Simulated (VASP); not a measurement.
A run of VASP 6.6.1:

The input INCAR:

```
SYSTEM = HfMg3Cu
PREC = Accurate ; ENCUT = 520
EDIFF = 1E-6 ; ISMEAR = 0
SIGMA = 0.1 ; LREAL = .False.
LASPH = .True. ; NELM = 100
ALGO = Fast ; ISIF = 2
LWAVE = .False. ; LCHARG = .False.
GGA = PE ; NBANDS = 22
```

The input KPOINTS:

```
Automatic mesh
0
Gamma
  4 4 4
  0 0 0
```

File POSCAR:

```
HfMg3Cu
1.0
    4.2395376900      0.0000000000      0.0000000000
    0.0000000000      4.2395376900      0.0000000000
    0.0000000000      0.0000000000      5.3804376000
Mg Hf Cu
3 1 1
Direct
    0.5000000000      0.5000000000      0.5000000000
    0.0000000000      0.0000000000      0.3169378900
    0.0000000000      0.0000000000      0.6830621100
    0.5000000000      0.5000000000      0.0000000000
    0.0000000000      0.0000000000      0.0000000000
```

Potentials or basis: VASP PAW PBE potentials, release 64 (Mg, Hf_pv, Cu).

Launch:

```console
$ cat potpaw_PBE.64/Mg/POTCAR potpaw_PBE.64/Hf_pv/POTCAR potpaw_PBE.64/Cu/POTCAR > POTCAR
$ mpirun -np 1 vasp_std > vasp.out
```

Hardware: 1 thread of Intel(R) Xeon(R) Platinum 8488C (Sapphire Rapids), on a shared host.

Question: Estimate the wall time of this run.

Answer: Wall time 45 s on 1 thread of Intel(R) Xeon(R) Platinum 8488C (Sapphire Rapids) (shared host), peak memory 0.22 GiB. Counts: scf iterations 16, k points 18.
